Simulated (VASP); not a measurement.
The system is Fe2O3.

```xyz
10
Lattice="2.5190 1.4543 4.5907 -2.5190 1.4543 4.5907 0.0000 -2.9087 4.5907" Properties=species:S:1:pos:R:3 pbc="T T T"
Fe    0.0000    0.0000    4.8932
Fe    0.0000    0.0000    1.9928
Fe    0.0000    0.0000    8.8788
Fe    0.0000    0.0000   11.7792
O     0.7706   -1.5740    8.0337
O    -1.7484    0.1197    8.0337
O     0.9779    1.4543    8.0337
O    -0.7706    1.5740    5.7383
O     1.7484   -0.1197    5.7383
O    -0.9779   -1.4543    5.7383
```

| Item | Value |
| --- | --- |
| Program | VASP 6.6.1 |
| Task | relaxation of cell and atoms |
| Functional | PBE |
| Potentials or basis | VASP PAW PBE potentials, release 64 (Fe, O) |
| Cutoff | 600 eV |
| k mesh | 7 × 7 × 7 |
| Occupations | fermi-dirac, width 0.05 eV |
| Spin | collinear spin, ferromagnetic start |
| Starting moments | [3.0, 3.0, 3.0, 3.0, 0.0, 0.0, 0.0, 0.0, 0.0, 0.0] μB |

At the start: pressure -5.0 GPa; volume 10.09 Å³/atom.

Question: Where does the relaxation end?

Answer: Over 14 steps the energy falls by 107.0 meV/atom and the volume is 8.79 Å³/atom (-12.9 %); space group R-3c (No. 167, to 0.1 Å) before and after; moment 4.00 μB per cell.

The path:
```csv
step,energy change (eV),largest force (eV/Å),pressure (GPa),volume (Å³)
1,0.0000,0.9134,-5.05,100.91
2,-0.3433,0.9049,-8.13,96.34
3,-0.6867,1.4293,17.60,83.45
4,-0.9202,0.4625,-8.83,91.34
5,-1.0374,0.3028,2.49,87.34
6,-1.0461,0.2447,-0.35,88.23
7,-1.0459,0.2596,0.41,87.99
8,-1.0654,0.0281,1.12,87.53
9,-1.0654,0.0284,1.14,87.53
10,-1.0650,0.0604,-1.97,88.56
11,-1.0681,0.0441,-0.38,88.03
12,-1.0695,0.0136,-0.07,87.95
13,-1.0695,0.0160,-0.05,87.94
14,-1.0696,0.0058,0.07,87.90
```

Final structure:
```cif
data_structure
_symmetry_space_group_name_H-M 'P 1'
_symmetry_Int_Tables_number 1
_cell_length_a 5.2274
_cell_length_b 5.2274
_cell_length_c 5.2274
_cell_angle_alpha 54.435
_cell_angle_beta 54.435
_cell_angle_gamma 54.435
_cell_volume 87.90
loop_
_atom_site_label
_atom_site_type_symbol
_atom_site_fract_x
_atom_site_fract_y
_atom_site_fract_z
_atom_site_occupancy
Fe1 Fe 0.34572 0.34572 0.34572 1
Fe2 Fe 0.15428 0.15428 0.15428 1
Fe3 Fe 0.65428 0.65428 0.65428 1
Fe4 Fe 0.84572 0.84572 0.84572 1
O1 O 0.56302 0.25000 0.93698 1
O2 O 0.25000 0.93698 0.56302 1
O3 O 0.93698 0.56302 0.25000 1
O4 O 0.43698 0.75000 0.06302 1
O5 O 0.75000 0.06302 0.43698 1
O6 O 0.06302 0.43698 0.75000 1
```

Caveat: the run started ferromagnetic, and an antiferromagnetic order may lie lower in energy.
